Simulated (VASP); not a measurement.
# Si (I4/mmm) in VASP: further runs

Si is run at these levels: LDA; tasks: single point.

Everything below comes from runs of VASP 6.6.1. Logs are shortened: lines on timing, memory, paths and dates and some standing lists are left out, and cuts for length are marked.

### 1 The cell of the first run

Symmetry: I4/mmm, No. 139, tetragonal system. The conventional cell has a = 3.156 Å, b = 3.156 Å, c = 2.641 Å, α = 90.00°, β = 90.00°, γ = 90.00°. Si (site symmetry 4/mmm) has 14 Si at 2.59 to 3.16 Å within 3.4 Å.

### 2 Single point, LDA (strain -0.030 along x and y, +0.000 along z)

Contents of INCAR:

```
  ALGO = Normal
  EDIFF = 1E-6
  ENCUT = 520
  GGA = CA
  ISIF = 2
  ISMEAR = 0
  LASPH = True
  LCHARG = False
  LREAL = False
  LWAVE = False
  NBANDS = 8
  NELM = 100
  PREC = Accurate
  SIGMA = 0.15
```

Contents of KPOINTS:

```
k-points
0
Gamma
  22 22 22
```

Contents of POSCAR:

```
Si
1.0
   -1.5781074821      1.5781074821      1.3203298500
    1.5781074821     -1.5781074821      1.3203298500
    1.5781074821      1.5781074821     -1.3203298500
Si
1
Direct
    0.0000000000      0.0000000000      0.0000000000
```

Potentials or basis: VASP PAW LDA potentials, release 64 (Si).

On the command line:

```console
$ cat potpaw_LDA.64/Si/POTCAR > POTCAR
$ mpirun -np 1 vasp_std > vasp.out
```

OUTCAR:

```text
EDIFF = 1E-6
   ENCUT = 520
   GGA = CA
   ISIF = 2
   ISMEAR = 0
   LASPH = True
   LREAL = False
   NELM = 100
   PREC = Accurate

 ion  position               nearest neighbor table
   1  0.000  0.000  0.000-

  LATTYP: Found a body centered tetragonal cell.
 ALAT       =     3.1562149642
 C/A-ratio  =     0.8366539447

  Lattice vectors:

 A1 = (  -1.5781074821,   1.5781074821,   1.3203298500)
 A2 = (   1.5781074821,  -1.5781074821,   1.3203298500)
 A3 = (   1.5781074821,   1.5781074821,  -1.3203298500)

Analysis of symmetry for initial positions (statically):
=====================================================================
 Subroutine PRICEL returns:
 Original cell was already a primitive cell.

 Routine SETGRP: Setting up the symmetry group for a
 body centered tetragonal supercell.

 Subroutine GETGRP returns: Found 16 space group operations
 (whereof 16 operations were pure point group operations)
 out of a pool of 16 trial point group operations.

The static configuration has the point symmetry D_4h.

Analysis of symmetry for dynamics (positions and initial velocities):
=====================================================================
 Subroutine PRICEL returns:
 Original cell was already a primitive cell.

 Routine SETGRP: Setting up the symmetry group for a
 body centered tetragonal supercell.

 Subroutine GETGRP returns: Found 16 space group operations
 (whereof 16 operations were pure point group operations)
 out of a pool of 16 trial point group operations.

The dynamic configuration has the point symmetry D_4h.

 Subroutine INISYM returns: Found 16 space group operations
 (whereof 16 operations are pure point group operations),
 and found     1 'primitive' translations

----------------------------------------------------------------------------------------

                                     Primitive cell

  volume of cell :      13.1527

  direct lattice vectors                    reciprocal lattice vectors
    -1.578107482  1.578107482  1.320329850     0.000000000  0.316835200  0.378693249
     1.578107482 -1.578107482  1.320329850     0.316835200  0.000000000  0.378693249
     1.578107482  1.578107482 -1.320329850     0.316835200  0.316835200  0.000000000

  length of vectors
     2.593090311  2.593090311  2.593090311     0.493754109  0.493754109  0.448072637

  position of ions in fractional coordinates (direct lattice)
     0.000000000  0.000000000  0.000000000

  ion indices of the primitive-cell ions
   primitive index   ion index
                 1           1

----------------------------------------------------------------------------------------

 KPOINTS: k-points

Automatic generation of k-mesh.
 Grid dimensions read from file:
 generate k-points for:   22   22   22

 Generating k-lattice:

  Cartesian coordinates                     Fractional coordinates (reciprocal lattice)
     0.000000000  0.014401600  0.017213329     0.045454545  0.000000000  0.000000000
     0.014401600  0.000000000  0.017213329     0.000000000  0.045454545  0.000000000
     0.014401600  0.014401600  0.000000000     0.000000000  0.000000000  0.045454545

  Length of vectors
     0.022443369  0.022443369  0.020366938

  Shift w.r.t. Gamma in fractional coordinates (k-lattice)
     0.000000000  0.000000000  0.000000000

 Subroutine IBZKPT returns following result:
 ===========================================

 Found    834 irreducible k-points:

 Following reciprocal coordinates:
            Coordinates               Weight
  0.000000  0.000000  0.000000      1.000000
  0.045455  0.000000 -0.000000      8.000000
  0.090909  0.000000 -0.000000      8.000000
  0.136364  0.000000  0.000000      8.000000
  0.181818  0.000000 -0.000000      8.000000
  0.227273  0.000000  0.000000      8.000000
[... 16 lines left out ...]
  0.500000  0.045455 -0.000000     16.000000
 -0.454545  0.045455  0.000000     16.000000
 [... further k-points ...]
   k-points           NKPTS =    834   k-points in BZ     NKDIM =    834   number of bands    NBANDS=      8
   number of dos      NEDOS =    301   number of ions     NIONS =      1
   total plane-waves  NPLWV =   8000
   dimension x,y,z NGX =    20 NGY =   20 NGZ =   20
   dimension x,y,z NGXF=    40 NGYF=   40 NGZF=   40
   ions per type =               1
   NGX,Y,Z   is equivalent  to a cutoff of  12.82, 12.82, 12.82 a.u.
   NGXF,Y,Z  is equivalent  to a cutoff of  25.64, 25.64, 25.64 a.u.
 SYSTEM =  unknown system
   PREC   = accura    normal or accurate (medium, high low for compatibility)
   ISTART =      0    job   : 0-new  1-cont  2-samecut
   ICHARG =      2    charge: 1-file 2-atom 10-const
   ISPIN  =      1    spin polarized calculation?
   LNONCOLLINEAR =      F non collinear calculations
   LSORBIT =      F    spin-orbit coupling
   LASPH  =      T    aspherical Exc in radial PAW
   ENCUT  =  520.0 eV  38.22 Ry    6.18 a.u.   4.82  4.82  4.82*2*pi/ulx,y,z
   NELM   =    100;   NELMIN=  2; NELMDL= -5     # of ELM steps
   EDIFF  = 0.1E-05   stopping-criterion for ELM
   LREAL  =      F    real-space projection
   EDIFFG = 0.1E-04   stopping-criterion for IOM
   NSW    =      0    number of steps for IOM
   IBRION =     -1    ionic relax: 0-MD 1-quasi-New 2-CG
   NFREE  =      0    steps in history (QN), initial steepest desc. (CG)
   ISIF   =      2    stress and relaxation
   ISYM   =      2    0-nonsym 1-usesym 2-fastsym
   POTIM  = 0.5000    time-step for ionic-motion
   TEBEG  =    0.0;   TEEND  =   0.0 temperature during run
   PSTRESS=    0.0 pullay stress
   NELECT =       4.0000    total number of electrons
   NUPDOWN=      -1.0000    fix difference up-down
   EMIN   =  10.00;   EMAX   =-10.00  energy-range for DOS
   EFERMI =   0.00;   METHOD = LEGACY
   ISMEAR =     0;   SIGMA  =   0.15  broadening in eV -4-tet -1-fermi 0-gaus
   EFERMI_NEDOS =   21; number of points for ismear=-14 and -15
   IALGO  =     38    algorithm
   IMIX   =      4    mixing-type and parameters
     AMIX     =   0.40;   BMIX     =  1.00
     AMIX_MAG =   1.60;   BMIX_MAG =  1.00
  volume/ion in A,a.u.               =      13.15        88.76
  Fermi-wavevector in a.u.,A,eV,Ry     =   1.100921  2.080440 16.490640  1.212028
  Thomas-Fermi vector in A             =   2.237340
   LORBIT       =      0    0 simple, 1 ext, 2 COOP (PROOUT), +10 PAW based schemes
   GGA     = CA    functional components
   LHFCALC =     F    Hartree Fock is set to
   AEXX    =    0.0000 exact exchange contribution
   IVDW    =     0    specifies the selected vdW correction
   LEPSILON=     F    determine dielectric tensor
   LRPA    =     F    only Hartree local field effects (RPA)
 non-spin polarized calculation
 Gauss-broadening in eV      SIGMA  =   0.15
  energy-cutoff  :      520.00
  volume of cell :       13.15
 maximum number of plane-waves:       364
   NGX =  9   NGY =  9   NGZ =  9

 number of electron       4.0000000 magnetization

 Free energy of the ion-electron system (eV)
  ---------------------------------------------------
  ext. energy  EPLUGINS =         0.00000000
  ---------------------------------------------------
  free energy    TOTEN  =        -5.54768548 eV

  energy without entropy =       -5.54297940  energy(sigma->0) =       -5.54533244

 E-fermi :  11.4081     XC(G=0): -11.6464

 val. band max:       11.4077568079   @ k =  -0.3636  -0.4091   0.0455
 cond. band min:      11.4082777299   @ k =  -0.4091   0.5000   0.4091
 fundamental gap:      0.0005209220
 Fermi energy:        11.4080905012

 k-point     1 :       0.0000    0.0000    0.0000
  band No.  band energies     occupation
      1      -3.8645      2.00000
      2      21.5378      0.00000
      3      22.4765      0.00000
      4      22.4765      0.00000
      5      25.1805      0.00000
      6      25.6386      0.00000
      7      26.4670      0.00000
      8      26.4670      0.00000

 k-point     2 :       0.0455    0.0000   -0.0000
  band No.  band energies     occupation
      1      -3.7914      2.00000
      2      20.8617      0.00000
      3      22.2213      0.00000
      4      23.1586      0.00000
      5      24.3156      0.00000
      6      26.0106      0.00000
      7      26.1645      0.00000
      8      26.5668      0.00000

 k-point     3 :       0.0909    0.0000   -0.0000
  band No.  band energies     occupation
      1      -3.5724      2.00000
      2      19.9529      0.00000
      3      21.6388      0.00000
      4      22.6099      0.00000
      5      23.7159      0.00000
      6      25.9273      0.00000
      7      26.1631      0.00000
      8      27.0304      0.00000

 k-point     4 :       0.1364    0.0000    0.0000
  band No.  band energies     occupation
      1      -3.2079      2.00000
      2      19.1267      0.00000
      3      20.4368      0.00000
      4      21.1058      0.00000
      5      23.1715      0.00000
      6      25.6248      0.00000
      7      26.7954      0.00000
      8      28.0596      0.00000

 k-point     5 :       0.1818    0.0000   -0.0000
  band No.  band energies     occupation
      1      -2.6988      2.00000
      2      18.2939      0.00000
      3      18.4130      0.00000
      4      20.4573      0.00000
      5      22.1969      0.00000
      6      24.8557      0.00000
      7      28.2353      0.00000
      8      29.1427      0.00000
[... 177 lines left out ...]
 k-point    22 :       0.4545    0.0455    0.0000
  band No.  band energies     occupation
      1       4.1743      2.00000
      2       5.5261      2.00000
      3      15.9922      0.00000
      4      17.2804      0.00000
      5      19.3849      0.00000
      6      21.6426      0.00000
      7      30.3389      0.00000
      8      34.8694      0.00000

 k-point    23 :       0.5000    0.0455   -0.0000
  band No.  band energies     occupation
      1       3.9232      2.00000
      2       5.8004      2.00000
      3      15.7824      0.00000
      4      17.4693      0.00000
      5      19.3057      0.00000
      6      21.7918      0.00000
      7      30.8929      0.00000
      8      34.3421      0.00000

 k-point    24 :      -0.4545    0.0455    0.0000
  band No.  band energies     occupation
      1       2.5443      2.00000
      2       7.4570      2.00000
      3      15.6876      0.00000
      4      17.7664      0.00000
      5      19.3530      0.00000
      6      22.0969      0.00000
      7      31.1804      0.00000
      8      34.2977      0.00000

 [... further k-points ...]

------------------------ aborting loop because EDIFF is reached ----------------------------------------

  FORCE on cell =-STRESS in cart. coord.  units (eV):
  Direction    XX          YY          ZZ          XY          YZ          ZX
  --------------------------------------------------------------------------------------
  -------------------------------------------------------------------------------------
  Total        0.6398174      0.6398174      0.3685622      0.0000000      0.0000000      0.0000000
  in kB       77.9383253     77.9383253     44.8958034      0.0000000      0.0000000      0.0000000
  external PRESSURE =      66.9241514 kB  Pullay stress =       0.0000000 kB

 VOLUME and BASIS-vectors are now :
 -----------------------------------------------------------------------------
  energy-cutoff  :      520.00
  volume of cell :       13.15
      direct lattice vectors                 reciprocal lattice vectors
    -1.578107482  1.578107482  1.320329850     0.000000000  0.316835200  0.378693249
     1.578107482 -1.578107482  1.320329850     0.316835200  0.000000000  0.378693249
     1.578107482  1.578107482 -1.320329850     0.316835200  0.316835200  0.000000000

 POSITION                                       TOTAL-FORCE (eV/Angst)
 -----------------------------------------------------------------------------------
      0.00000      0.00000      0.00000        -0.000000     -0.000000      0.000000
 -----------------------------------------------------------------------------------
    total drift:                                0.000000      0.000000     -0.000000

  FREE ENERGIE OF THE ION-ELECTRON SYSTEM (eV)
  ---------------------------------------------------
  free  energy   TOTEN  =        -5.5476854823 eV

  energy  without entropy=       -5.5429793964  energy(sigma->0) =       -5.54533244
```

It took 26 s on 1 thread of Intel Xeon Platinum 8559C (Emerald Rapids), shared host; peak memory 0.17 GiB.

What came out:

```
Free energy            : -5.5477 eV
Pressure               : 6.7 GPa
Band gap on the k mesh : zero (band 2 reaches 21.71 eV, above the bottom of band 3 at 7.38 eV)
```

Levels at points of the mesh, in eV from the Fermi level:
| k point | band 1 | band 2 | band 3 | band 4 | band 5 |
| --- | --- | --- | --- | --- | --- |
| (0.00, 0.00, 0.00) | -15.27 | 10.13 | 11.07 | 11.07 | 13.77 |
| (0.50, 0.00, 0.00) | -6.85 | -6.38 | 5.14 | 6.46 | 7.11 |
| (0.50, 0.50, 0.00) | -8.53 | -7.72 | 8.89 | 10.98 | 11.92 |
| (0.50, 0.50, 0.50) | -2.26 | -2.26 | -0.81 | 1.08 | 3.54 |

Caveat: the cell differs from its parent crystal (strain -0.030 along x and y, +0.000 along z).

### 3 Single point, LDA (strain -0.015 along x and y, -0.030 along z)

Contents of INCAR:

```
SYSTEM = Si
PREC = Accurate ; ENCUT = 520
EDIFF = 1E-6 ; ISMEAR = 0
SIGMA = 0.15 ; LREAL = .False.
LASPH = .True. ; NELM = 80
ALGO = Normal ; ISIF = 2
LWAVE = .False. ; LCHARG = .False.
NBANDS = 8
```

Contents of KPOINTS:

```
Automatic mesh
0
Gamma
  22 22 22
  0 0 0
```

Contents of POSCAR:

```
Si
1.0
   -1.6025112060      1.6025112060      1.2807199545
    1.6025112060     -1.6025112060      1.2807199545
    1.6025112060      1.6025112060     -1.2807199545
Si
1
Direct
    0.0000000000      0.0000000000      0.0000000000
```

Potentials or basis: VASP PAW LDA potentials, release 64 (Si).

On the command line:

```console
$ cat potpaw_LDA.64/Si/POTCAR > POTCAR
$ mpirun -np 1 vasp_std > vasp.out
```

OUTCAR:

```text
SYSTEM = Si
   PREC = Accurate
   ENCUT = 520
   EDIFF = 1E-6
   ISMEAR = 0
   LREAL = .False.
   LASPH = .True.
   NELM = 80
   ISIF = 2

 ion  position               nearest neighbor table
   1  0.000  0.000  0.000-

  LATTYP: Found a body centered tetragonal cell.
 ALAT       =     3.2050224120
 C/A-ratio  =     0.7991956310

  Lattice vectors:

 A1 = (  -1.6025112060,   1.6025112060,   1.2807199545)
 A2 = (   1.6025112060,  -1.6025112060,   1.2807199545)
 A3 = (   1.6025112060,   1.6025112060,  -1.2807199545)

Analysis of symmetry for initial positions (statically):
=====================================================================
 Subroutine PRICEL returns:
 Original cell was already a primitive cell.

 Routine SETGRP: Setting up the symmetry group for a
 body centered tetragonal supercell.

 Subroutine GETGRP returns: Found 16 space group operations
 (whereof 16 operations were pure point group operations)
 out of a pool of 16 trial point group operations.

The static configuration has the point symmetry D_4h.

Analysis of symmetry for dynamics (positions and initial velocities):
=====================================================================
 Subroutine PRICEL returns:
 Original cell was already a primitive cell.

 Routine SETGRP: Setting up the symmetry group for a
 body centered tetragonal supercell.

 Subroutine GETGRP returns: Found 16 space group operations
 (whereof 16 operations were pure point group operations)
 out of a pool of 16 trial point group operations.

The dynamic configuration has the point symmetry D_4h.

 Subroutine INISYM returns: Found 16 space group operations
 (whereof 16 operations are pure point group operations),
 and found     1 'primitive' translations

----------------------------------------------------------------------------------------

[... 109 lines left out ...]
     AMIX     =   0.40;   BMIX     =  1.00
     AMIX_MAG =   1.60;   BMIX_MAG =  1.00
  volume/ion in A,a.u.               =      13.16        88.78
  Fermi-wavevector in a.u.,A,eV,Ry     =   1.100836  2.080279 16.488090  1.211840
  Thomas-Fermi vector in A             =   2.237254
   LORBIT       =      0    0 simple, 1 ext, 2 COOP (PROOUT), +10 PAW based schemes
   GGA     = CA    functional components
   LHFCALC =     F    Hartree Fock is set to
   AEXX    =    0.0000 exact exchange contribution
   IVDW    =     0    specifies the selected vdW correction
   LEPSILON=     F    determine dielectric tensor
   LRPA    =     F    only Hartree local field effects (RPA)
 non-spin polarized calculation
 Gauss-broadening in eV      SIGMA  =   0.15
  energy-cutoff  :      520.00
  volume of cell :       13.16
 maximum number of plane-waves:       364
   NGX =  9   NGY =  9   NGZ =  9

 number of electron       4.0000000 magnetization

 Free energy of the ion-electron system (eV)
  ---------------------------------------------------
  ext. energy  EPLUGINS =         0.00000000
  ---------------------------------------------------
  free energy    TOTEN  =        -5.55049962 eV

  energy without entropy =       -5.54611059  energy(sigma->0) =       -5.54830511

 E-fermi :  11.3965     XC(G=0): -11.6399

 val. band max:       11.3926497374   @ k =   0.4091   0.2273   0.1818
 cond. band min:      11.3969881259   @ k =   0.3182   0.1818   0.0455
 fundamental gap:      0.0043383885
 Fermi energy:        11.3965074456

 k-point     1 :       0.0000    0.0000    0.0000
  band No.  band energies     occupation
      1      -3.8818      2.00000
      2      20.8930      0.00000
      3      21.8453      0.00000
      4      21.8453      0.00000
      5      24.4050      0.00000
      6      26.3089      0.00000
      7      27.2394      0.00000
      8      27.2394      0.00000
[... 243 lines left out ...]
 k-point    24 :      -0.4545    0.0455    0.0000
  band No.  band energies     occupation
      1       2.6385      2.00000
      2       7.7489      2.00000
      3      15.4343      0.00000
      4      17.6090      0.00000
      5      19.0508      0.00000
      6      22.0134      0.00000
      7      30.7225      0.00000
      8      33.7637      0.00000

 [... further k-points ...]

------------------------ aborting loop because EDIFF is reached ----------------------------------------

  FORCE on cell =-STRESS in cart. coord.  units (eV):
  Direction    XX          YY          ZZ          XY          YZ          ZX
  --------------------------------------------------------------------------------------
  -------------------------------------------------------------------------------------
  Total        0.5164294      0.5164294      0.6157826      0.0000000     -0.0000000      0.0000000
  in kB       62.8934215     62.8934215     74.9931655      0.0000000     -0.0000000      0.0000000
  external PRESSURE =      66.9266695 kB  Pullay stress =       0.0000000 kB

 VOLUME and BASIS-vectors are now :
 -----------------------------------------------------------------------------
  energy-cutoff  :      520.00
  volume of cell :       13.16
      direct lattice vectors                 reciprocal lattice vectors
    -1.602511206  1.602511206  1.280719955     0.000000000  0.312010299  0.390405411
     1.602511206 -1.602511206  1.280719955     0.312010299  0.000000000  0.390405411
     1.602511206  1.602511206 -1.280719955     0.312010299  0.312010299  0.000000000

 POSITION                                       TOTAL-FORCE (eV/Angst)
 -----------------------------------------------------------------------------------
      0.00000      0.00000      0.00000         0.000000     -0.000000     -0.000000
 -----------------------------------------------------------------------------------
    total drift:                                0.000000      0.000000     -0.000000

  FREE ENERGIE OF THE ION-ELECTRON SYSTEM (eV)
  ---------------------------------------------------
  free  energy   TOTEN  =        -5.5504996198 eV

  energy  without entropy=       -5.5461105920  energy(sigma->0) =       -5.54830511
```

Wall time 25 s (1 thread of Intel Xeon Platinum 8559C (Emerald Rapids), shared host); peak memory 0.17 GiB.

Results:

```yaml
Free_energy: -5.5505 eV
Pressure: 6.7 GPa
Band_gap_on_the_k_mesh: zero (band 2 reaches 21.15 eV, above the bottom of band 3 at 7.68 eV)
```

Caveat: the cell differs from its parent crystal (strain -0.015 along x and y, -0.030 along z).

(Part 1 of 2 ends here.)
